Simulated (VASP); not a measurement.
Set up this calculation in VASP 6.6.1, as the native input.

```yaml
Task: single point
Functional: LDA
Potentials_or_basis: VASP PAW LDA potentials, release 64 (C, H)
Cutoff: 520 eV
k_mesh: 5 × 5 × 1
Occupations: gaussian, width 0.05 eV
Spin: no spin polarisation
Dipole_correction: yes
Further_INCAR_settings: LREAL = Auto; ALGO = Normal; EDIFF = 1e-06; NBANDS = 84
```

The structure of H2C7 lies in POSCAR:

```
H2C7
1.0
    4.9946309939      0.0000000000      0.0000000000
    0.0000000000      4.9946309939      0.0000000000
    0.0000000000      0.0000000000     18.8000119722
C H
28 8
Direct
    0.5000000000      0.5000000000      0.2474682362
    0.5000000000      0.0000000000      0.2474682362
    0.0000000000      0.5000000000      0.2474682362
    0.0000000000      0.0000000000      0.2474682362
    0.7500000000      0.5000000000      0.2944328000
    0.7500000000      0.0000000000      0.2944328000
    0.2500000000      0.5000000000      0.2944328000
    0.2500000000      0.0000000000      0.2944328000
    0.7500000000      0.7500000000      0.3413973638
    0.7500000000      0.2500000000      0.3413973638
    0.2500000000      0.7500000000      0.3413973638
    0.2500000000      0.2500000000      0.3413973638
   -0.0044863424      0.7500000000      0.3889137056
   -0.0045143874      0.2500000000      0.3889207601
    0.5021683197      0.7500000000      0.3805882412
    0.5021504343      0.2500000000      0.3806051511
   -0.0073127484     -0.0000095280      0.4362451590
   -0.0073127484      0.5000095280      0.4362451590
    0.5063442641     -0.0000570175      0.4218482017
    0.5063442641      0.5000570175      0.4218482017
    0.2578597751     -0.0000051918      0.4728697417
    0.2578597751      0.5000051918      0.4728697417
    0.7281631908     -0.0000440555      0.4785121554
    0.7281631908      0.5000440555      0.4785121554
    0.3630820422      0.2500000000      0.4977443109
    0.3631746792      0.7500000000      0.4977443109
    0.6304602275      0.2500000000      0.5135324992
    0.6305354860      0.7500000000      0.5136344825
    0.5000000000      0.6422371450      0.2068557463
    0.5000000000      0.3577628550      0.2068557463
    0.5000000000      0.1422371450      0.2068557463
    0.5000000000     -0.1422371450      0.2068557463
    0.0000000000      0.3578221913      0.2067996000
    0.0000000000      0.6421778087      0.2067996000
    0.0000000000     -0.1421778087      0.2067996000
    0.0000000000      0.1421778087      0.2067996000
```

One way to write it, as run:

INCAR

```
PREC = Accurate
ENCUT = 520
EDIFF = 1E-6
ISMEAR = 0
SIGMA = 0.05
LREAL = Auto
LASPH = True
NELM = 80
ALGO = Normal
ISIF = 2
LWAVE = False
LCHARG = False
LDIPOL = True
IDIPOL = 3
DIPOL = 0.5 0.5 0.344
GGA = CA
NBANDS = 84
```

KPOINTS

```
Automatic mesh
0
Gamma
  5 5 1
```

Potentials or basis: VASP PAW LDA potentials, release 64 (C, H).

The run is started by

```bash
$ cat potpaw_LDA.64/C/POTCAR potpaw_LDA.64/H/POTCAR > POTCAR
$ mpirun -np 1 vasp_std > vasp.out
```

Results of the run:

```json
{"Largest force": "6.180 eV/Å", "Band gap on the k mesh": "0.97 eV"}
```

Run time: 12 min on 1 thread of Intel(R) Xeon(R) Platinum 8488C (Sapphire Rapids), with other jobs on the host, peak memory 0.5 GiB.
